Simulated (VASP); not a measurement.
Crystal: CuF.

```
Cu F
1.0
     2.87111    0.00000    0.00000
    -1.43556    2.48645    0.00000
     0.00000    0.00000    6.80011
Cu F
2 2
Direct
  0.00000 0.00000 0.04582
  0.33333 0.66667 0.54582
  0.00000 0.00000 0.32918
  0.33333 0.66667 0.82918
```

Base run:

* Program: VASP 6.6.1
* Functional: PBE
* Potentials or basis: VASP PAW PBE potentials, release 64 (Cu_sv_GW, F)
* Cutoff: 700 eV
* k mesh: 9 × 9 × 4
* Occupations: gaussian, width 0.1 eV
* Spin: no spin polarisation

Its results: pressure -2.7 GPa; largest force 0.009 eV/Å.

Task: The run is repeated on the same cell with these changes: potentials or basis from VASP PAW PBE potentials, release 64 (Cu_sv_GW, F) to VASP PAW PBE potentials, release 64 (Cu, F); cutoff from 700 eV to 520 eV; further incar settings from ALGO = Normal; EDIFF = 1e-06; NBANDS = 34 to ALGO = Normal; EDIFF = 1e-06; NBANDS = 26; valence electrons from 52 to 36. What comes out?

Result: Pressure 0.1 GPa; largest force 0.051 eV/Å.
